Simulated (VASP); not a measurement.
A run of VASP 6.6.1:

INCAR

```
ALGO = Normal
EDIFF = 1E-6
ENCUT = 520
GGA = PE
ISIF = 2
ISMEAR = 0
LASPH = True
LCHARG = False
LREAL = False
LWAVE = False
NBANDS = 33
NELM = 80
PREC = Accurate
SIGMA = 0.1
```

Contents of KPOINTS:

```
k-points
0
Gamma
  12 12 12
```

File POSCAR:

```
Cd2TeO3
1.0
    5.7465467064      0.0000000000      0.0000000000
   -2.8732733532      4.9766554318      0.0000000000
    0.0000000000      0.0000000000      3.1997492740
Cd Te O
2 1 3
Direct
    0.3333333333      0.6666666667      0.5000000000
    0.6666666667      0.3333333333      0.5000000000
    0.0000000000      0.0000000000      0.0000000000
    0.5000000000      0.0000000000      0.0000000000
    0.0000000000      0.5000000000      0.0000000000
    0.5000000000      0.5000000000      0.0000000000
```

Potentials or basis: VASP PAW PBE potentials, release 64 (Cd, Te, O).

Launch:

```console
$ cat potpaw_PBE.64/Cd/POTCAR potpaw_PBE.64/Te/POTCAR potpaw_PBE.64/O/POTCAR > POTCAR
$ mpirun -np 1 vasp_std > vasp.out
```

Hardware: 1 thread of AMD EPYC 7R13, on a shared host.

Problem. How long does it take, and how much memory?

Solution. Run time: 14 min on 1 thread of AMD EPYC 7R13, with other jobs on the host, peak memory 0.45 GiB. Counts: scf iterations 18, k points 133.
